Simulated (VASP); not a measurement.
Set up this calculation in VASP 6.6.1, as the native input.

```yaml
Task: single point
Functional: PBE
Potentials_or_basis: VASP PAW PBE potentials, release 64 (Sn_d, O)
Cutoff: 520 eV
k_mesh: 8 × 8 × 6
Occupations: gaussian, width 0.02 eV
Spin: no spin polarisation
Dipole_correction: no
Further_INCAR_settings: ALGO = Normal; EDIFF = 1e-07; NBANDS = 35
```

The structure of SnO2 lies in POSCAR:

```
SnO2
1.0
    3.5927325899      0.0000000000      0.0000000000
    0.0000000000      3.5927325899      0.0000000000
    0.0000000000      0.0000000000      5.5318212665
Sn O
2 4
Direct
    0.5000000000      0.5000000000      0.5000000000
    0.0000000000      0.0000000000      0.0000000000
    0.0000000000      0.5000000000      0.6768538986
    0.5000000000      0.0000000000      0.8231461014
    0.5000000000      0.0000000000      0.3231461014
    0.0000000000      0.5000000000      0.1768538986
```

One way to write it, as run:

INCAR

```
SYSTEM = SnO2
ALGO = Normal
EDIFF = 1E-7
ENCUT = 520
GGA = PE
ISIF = 2
ISMEAR = 0
LASPH = .True.
LCHARG = .False.
LREAL = .False.
LWAVE = .False.
NBANDS = 35
NELM = 60
PREC = Accurate
SIGMA = 0.02
```

KPOINTS

```
k-points
0
Gamma
  8 8 6
  0 0 0
```

Potentials or basis: VASP PAW PBE potentials, release 64 (Sn_d, O).

Launch:

```console
$ cat potpaw_PBE.64/Sn_d/POTCAR potpaw_PBE.64/O/POTCAR > POTCAR
$ mpirun -np 1 vasp_std > vasp.out
```

Results of the run:

```json
{"Pressure": "0.5 GPa", "Largest force": "0.046 eV/Å", "Band gap on the k mesh": "0.77 eV (least direct gap 0.82 eV)"}
```

Caveat: spin-orbit coupling is left out, which moves the levels of the heavy elements.

Wall time 81 s on 1 thread of Intel(R) Xeon(R) 6975P-C (Granite Rapids), with other jobs on the host, peak memory 0.24 GiB.
